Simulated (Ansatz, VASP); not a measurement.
Two plane-wave programs on Tl

INCAR

```
SYSTEM = Tl
PREC = Accurate ; ENCUT = 600
EDIFF = 1E-6 ; ISMEAR = 0
SIGMA = 0.05 ; LREAL = .False.
LASPH = .True. ; NELM = 100
ALGO = Normal ; ISIF = 3
LWAVE = .False. ; LCHARG = .False.
IBRION = 2 ; NSW = 80
EDIFFG = -0.01
```

Contents of KPOINTS:

```
Automatic mesh
0
Gamma
  14 14 8
  0 0 0
```

File POSCAR:

```
Tl
1.0
    3.4600000000      0.0000000000      0.0000000000
   -1.7300000000      2.9964478971      0.0000000000
    0.0000000000      0.0000000000      5.5325400000
Tl
2
Direct
    0.3333333333      0.6666666667      0.7500000000
    0.6666666667      0.3333333333      0.2500000000
```

Input for Ansatz:

```yaml
crystal:
  lattice:
    - [3.46, 0.0, 0.0]
    - [-1.73, 2.9964478971, 0.0]
    - [0.0, 0.0, 5.53254]
  atoms:
    - { symbol: Tl, position: [0.3333333333, 0.6666666667, 0.75] }
    - { symbol: Tl, position: [0.6666666667, 0.3333333333, 0.25] }
basis:
  ecutwfc: 600
  ecutrho_ratio: 5
kpoints:
  mp_grid: { grid: [14, 14, 8] }
hamiltonian:
  xc: lda
scf:
  occupations: { method: gaussian, width: 0.05 }
output:
  forces: true
  stress: true
  eigenvalues: true
relax:
  f_tol: 0.01
  max_steps: 60
  cell: { stress_tol: 0.15 }
```

Alike in both runs: task relaxation of cell and atoms; functional LDA; k mesh 14 × 14 × 8; occupations gaussian, width 0.05 eV; no spin polarisation.

|  | VASP | Ansatz |
| --- | --- | --- |
| version | VASP 6.6.1 | Ansatz 0.2.0 |
| potentials or method | VASP PAW LDA potentials, release 64 (Tl_d), cutoff 600 eV | scalar-relativistic, plane waves, PAW |
| valence electrons in the cell | 26 | 26 |

```tsv
	VASP	Ansatz	Ansatz less VASP
relaxed volume (Å³/atom)	27.28	27.25	-0.025
relaxed length of the cell vector where the two differ most in proportion (Å)	5.513	5.429	-0.0842
```

LDA's correlation is that of Perdew and Zunger in VASP and of Perdew and Wang (1992) in Ansatz.

Spin-orbit coupling is off throughout.
